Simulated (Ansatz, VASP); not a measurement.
Two plane-wave programs on Si3As2

```
Si As
1.0
     0.00000    4.78942    4.78942
     4.78942    0.00000    4.78942
     4.78942    4.78942    0.00000
Si As
6 4
Direct
  0.75000 0.25000 0.25000
  0.25000 0.75000 0.75000
  0.25000 0.75000 0.25000
  0.75000 0.25000 0.75000
  0.25000 0.25000 0.75000
  0.75000 0.75000 0.25000
  0.25000 0.25000 0.25000
  0.75000 0.75000 0.75000
  0.50000 0.50000 0.50000
  0.00000 0.00000 0.00000
```

Alike in both runs: functional PBE; k mesh 3 × 3 × 3; occupations gaussian, width 0.2 eV; no spin polarisation.

Ansatz relaxed the structure, and its values are those at the end. VASP's run is a single point on that final structure, the one shown.

|  | VASP | Ansatz |
| --- | --- | --- |
| version | VASP 6.6.1 | Ansatz 0.2.0 |
| potentials or method | VASP PAW PBE potentials, release 64 (Si, As), cutoff 500 eV | scalar-relativistic, plane waves, PAW |
| valence electrons in the cell | 44 | 84 |

VASP gave:

```
gap on the k mesh at the Fermi level (eV) : none
pressure (GPa)                            : 0.2
```

**Question.** What did Ansatz give for the same quantities?

**Answer.** gap on the k mesh at the Fermi level (eV): none; pressure (GPa): 0.1.

A gap of «none» marks a metal or a gap that the smearing closes. VASP's potentials hold 44 valence electrons a cell and Ansatz's 84, so a difference there can come from the potentials and not from the codes.

The k mesh is coarse, so the values compare programs but aren't converged.
